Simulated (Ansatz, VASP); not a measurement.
**Two plane-wave programs on Be**

```
Be
1.0
     0.00000    1.83348    1.83348
     1.83348    0.00000    1.83348
     1.83348    1.83348    0.00000
Be
1
Direct
  0.00000 0.00000 0.00000
```

Alike in both runs: task single point; functional PBEsol; k mesh 8 × 8 × 8; occupations gaussian, width 0.1 eV; no spin polarisation.

```csv
,VASP,Ansatz
version,VASP 6.6.1,Ansatz 0.2.0
potentials or method,"VASP PAW PBE potentials, release 64 (Be), cutoff 520 eV","scalar-relativistic, plane waves, PAW"
valence electrons in the cell,2,2
```

Ansatz gave:

```
gap on the k mesh at the Fermi level (eV) : none
pressure (GPa)                            : -26.1
```

**Question.** Estimate VASP's values.

**Answer.** gap on the k mesh at the Fermi level (eV): none; pressure (GPa): -26.0.

VASP's potentials were made for PBE, not for PBEsol. A gap of «none» marks a metal or a gap that the smearing closes. With one functional, cell and mesh, what is left measures potentials, basis and numerics.

The k mesh is coarse, so the values compare programs but aren't converged.
